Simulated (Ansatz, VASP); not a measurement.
# One calculation of Pt, two programs

```
Pt
1.0
    -1.56046    1.56046    1.60798
     1.56046   -1.56046    1.60798
     1.56046    1.56046   -1.60798
Pt
1
Direct
  0.00000 0.00000 0.00000
```

Change from the starting cell: strain -0.015 along x and y, +0.015 along z, atoms carried along.

Alike in both runs: task single point; functional r2SCAN; k mesh 22 × 22 × 22; occupations gaussian, width 0.15 eV; no spin polarisation.

```csv
,VASP,Ansatz
version,VASP 6.6.1,Ansatz 0.2.0
potentials or method,"VASP PAW PBE potentials, release 64 (Pt), cutoff 520 eV","scalar-relativistic, plane waves, PAW"
valence electrons in the cell,10,18
```

|  | VASP | Ansatz | Ansatz less VASP |
| --- | --- | --- | --- |
| gap on the k mesh at the Fermi level (eV) | none | none | - |
| pressure (GPa) | -2.4 | -3.0 | -0.59 |
| traceless stress, the component that is largest in VASP (GPa) | 1.71 | 1.69 | -0.020 |

VASP's potentials were made for PBE, not for r2SCAN. A gap of «none» marks a metal or a gap that the smearing closes. The functional is the same, so the differences come from potentials, cutoffs and numerics. VASP's potentials hold 10 valence electrons a cell and Ansatz's 18, so a difference there can come from the potentials and not from the codes.

Neither program's run includes spin-orbit coupling.
